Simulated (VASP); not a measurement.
Here is a VASP 6.6.1 calculation.

File INCAR:

```
SYSTEM = CdS
PREC = Accurate
ENCUT = 500
EDIFF = 1E-6
ISMEAR = 0
SIGMA = 0.02
LREAL = .False.
LASPH = .True.
NELM = 120
ALGO = Normal
ISIF = 2
LWAVE = .False.
LCHARG = .True.
GGA = CA
LELF = .True.
LVHAR = .True.
NBANDS = 16
GGA_COMPAT = .False.
```

The input KPOINTS:

```
regular mesh
0
Gamma
  8 8 8
  0 0 0
```

Contents of POSCAR:

```
CdS
1.0
    0.0000000000      2.8782482531      2.8782482531
    2.8782482531      0.0000000000      2.8782482531
    2.8782482531      2.8782482531      0.0000000000
Cd S
1 1
Direct
    0.0000000000      0.0000000000      0.0000000000
    0.2500000000      0.2500000000      0.2500000000
```

Potentials or basis: VASP PAW LDA potentials, release 64 (Cd, S).

Run with:

```bash
$ cat potpaw_LDA.64/Cd/POTCAR potpaw_LDA.64/S/POTCAR > POTCAR
$ mpirun -np 1 vasp_std > vasp.out
```

(1) Predict the pressure.

(2) Estimate the band gap on the k mesh.

Answers

(1) 0.6 GPa.

(2) 0.98 eV.
